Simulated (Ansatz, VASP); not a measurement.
## Al3Pd: VASP beside Ansatz

```
CELL_PARAMETERS angstrom
3.92042 0.00000 0.00000
0.00000 3.92042 0.00000
0.00000 0.00000 3.92042
ATOMIC_POSITIONS crystal
Pd 0.00000 0.00000 0.00000
Al 0.50000 0.50000 0.00000
Al 0.50000 0.00000 0.50000
Al 0.00000 0.50000 0.50000
```

Alike in both runs: task single point; functional r2SCAN; k mesh 7 × 7 × 7; occupations fermi-dirac, width 0.05 eV; no spin polarisation.

|  | VASP | Ansatz |
| --- | --- | --- |
| version | VASP 6.6.1 | Ansatz 0.2.0 |
| potentials or method | VASP PAW PBE potentials, release 64 (Pd, Al) | Ansatz PAW |
| plane-wave cutoff (eV) | 550 | 500 |
| valence electrons in the cell | 19 | 27 |

Ansatz gave:

| Property | Result |
| --- | --- |
| gap on the k mesh at the Fermi level (eV) | none |
| pressure (GPa) | 0.6 |

Question: Estimate VASP's values.

Answer: gap on the k mesh at the Fermi level (eV): none; pressure (GPa): 0.3.

VASP's potentials were made for PBE, not for r2SCAN. A gap of «none» marks a metal or a gap that the smearing closes. VASP's potentials hold 19 valence electrons a cell and Ansatz's 27, so a difference there can come from the potentials and not from the codes.
